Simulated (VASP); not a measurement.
Here is a VASP 6.6.1 calculation.

The input INCAR:

```
ALGO = Normal
DIPOL = 0.5 0.5 0.298
EDIFF = 1E-6
ENCUT = 520
GGA = PE
GGA_COMPAT = False
IDIPOL = 3
ISIF = 2
ISMEAR = 0
LASPH = True
LCHARG = False
LDIPOL = True
LREAL = False
LWAVE = False
NBANDS = 26
NELM = 120
NELMDL = -8
PREC = Accurate
SIGMA = 0.1
```

KPOINTS

```
k-points
0
Gamma
  14 12 1
```

File POSCAR:

```
B2SbAs
1.0
    3.3758540025      0.0000000000      0.0000000000
    0.0000000000      4.2306638244      0.0000000000
    0.0000000000      0.0000000000     28.2965414800
B Sb As
2 1 1
Direct
    0.0000000000      0.1735483528      0.2804586649
    0.0000000000      0.8756759505      0.3165447220
    0.5000000000      0.5532570876      0.3440918120
    0.5000000000      0.3975186093      0.2519834667
```

Potentials or basis: VASP PAW PBE potentials, release 64 (B, Sb_d_GW, As_d).

Command:

```console
$ cat potpaw_PBE.64/B/POTCAR potpaw_PBE.64/Sb_d_GW/POTCAR potpaw_PBE.64/As_d/POTCAR > POTCAR
$ mpirun -np 1 vasp_std > vasp.out
```

Problem. Predict the band gap on the k mesh.

Solution. Zero (bands 18 and 19 overlap by 1.62 eV).

Problem. Estimate the largest force.

Solution. 0.023 eV/Å.

Forces on the atoms (eV/Å):
```
B    0.000  0.016 -0.016
B    0.000 -0.010  0.009
Sb   0.000  0.001  0.009
As   0.000 -0.008 -0.001
```

Caveat: spin-orbit coupling is left out, which moves the levels of the heavy elements.
